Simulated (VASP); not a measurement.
Here is a VASP 6.6.1 calculation.

Contents of INCAR:

```
PREC = Accurate
ENCUT = 600
EDIFF = 1E-6
ISMEAR = -1
SIGMA = 0.05
LREAL = False
LASPH = True
NELM = 120
ALGO = Normal
ISIF = 2
LWAVE = False
LCHARG = False
GGA = LIBXC
LIBXC1 = GGA_X_B88
LIBXC2 = GGA_C_PBE
NBANDS = 26
GGA_COMPAT = False
```

The input KPOINTS:

```
Automatic mesh
0
Gamma
  9 9 5
```

Contents of POSCAR:

```
ZnO
1.0
    3.2920669561      0.0000000000      0.0000000000
   -1.6460334781      2.8510136149      0.0000000000
    0.0000000000      0.0000000000      5.2742130269
Zn O
2 2
Direct
    0.6666666667      0.3333333333      0.0000000000
    0.3333333333      0.6666666667      0.5000000000
    0.3333333333      0.6666666667      0.8790100000
    0.6666666667      0.3333333333      0.3790100000
```

Potentials or basis: VASP PAW PBE potentials, release 64 (Zn, O).

Command:

```bash
$ cat potpaw_PBE.64/Zn/POTCAR potpaw_PBE.64/O/POTCAR > POTCAR
$ mpirun -np 1 vasp_std > vasp.out
```

Q: Estimate the pressure.

A: -0.2 GPa.

Q: What does it give for the largest force?

A: 0.059 eV/Å.

Q: What does it give for the band gap on the k mesh?

A: 0.75 eV.

Forces on the atoms (eV/Å):
```
Zn   0.000  0.000 -0.059
Zn   0.000  0.000 -0.059
O    0.000  0.000  0.059
O    0.000  0.000  0.059
```

Caveat: the PAW data sets were made with another functional, which shifts forces and pressure a little.

**The experiment to reproduce.**

From “Electronic structure of alkaline earth and post-transition metal oxides”, 2009, arxiv:0908.1581, for a bulk crystal of ZnO: band gap 3.37 eV.

Measured gap of ZnO: 3.37 eV (quoted in “Electronic structure of alkaline earth and post-transition metal oxides”, 2009, arxiv:0908.1581). This calculation gives 0.75 eV (-2.62 eV). So large a miss can be the level of theory's own, or it may mean another phase, state or a wrong row. The value is that of b88 exchange, pbe correlation, without temperature or zero-point motion.
